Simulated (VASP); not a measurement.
Here is a VASP 6.6.1 calculation.

The input INCAR:

```
PREC     = Accurate       # precision mode
ENCUT    = 520            # plane-wave cutoff, eV
EDIFF    = 1E-7           # SCF threshold, eV
ISMEAR   = 0              # smearing method
SIGMA    = 0.02           # smearing width, eV
LREAL    = Auto         
LASPH    = True           # aspherical terms in the spheres
NELM     = 60             # most SCF steps
ALGO     = Normal         # electronic algorithm
ISIF     = 2              # what is computed and relaxed
LWAVE    = False          # write WAVECAR
LCHARG   = False          # write CHGCAR
GGA      = PS             # functional
NELECT   = 74.0         
NBANDS   = 52             # bands
```

KPOINTS

```
Automatic mesh
0
Gamma
  2 2 2
```

The input POSCAR:

```
CuSi16
1.0
    0.0000000000      5.4300000000      5.4300000000
    5.4300000000      0.0000000000      5.4300000000
    5.4300000000      5.4300000000      0.0000000000
Si Cu
16 1
Direct
    0.0016512891     -0.0063225599      0.0186446593
    0.1258117864      0.1338438306      0.1242395948
   -0.0074217311      0.0029513812      0.5061895028
    0.1122930939      0.1190216390      0.6472691529
   -0.0093071823      0.5086887661     -0.0066502762
    0.1222287293      0.6246804788      0.1205893186
   -0.0082480663      0.4976675875      0.5048139963
    0.1192244015      0.6298325046      0.6182790976
    0.5028153775      0.0013897790     -0.0066262431
    0.6329126151      0.1240477901      0.1167059853
    0.4940034991     -0.0004898711      0.5034716390
    0.6195252302      0.1318027624      0.6182874770
    0.5007646409      0.5016841621     -0.0073812155
    0.6176134438      0.6282338858      0.1224600368
    0.4914468692      0.5036448435      0.4964312155
    0.6187608656      0.6269430018      0.6173660221
    1.2571589319      0.2431604052      0.2746744015
```

Potentials or basis: VASP PAW PBE potentials, release 64 (Si, Cu).

Run with:

```console
$ cat potpaw_PBE.64/Si/POTCAR potpaw_PBE.64/Cu/POTCAR > POTCAR
$ mpirun -np 1 vasp_std > vasp.out
```

(1) What does it give for the largest force?

Answers

(1) 0.051 eV/Å.

Caveat: the k points lie up to 0.50 Å⁻¹ apart; the cell carries a net charge on a neutralising background, which shifts energy and pressure; the PAW data sets were made with another functional, which shifts forces and pressure a little.
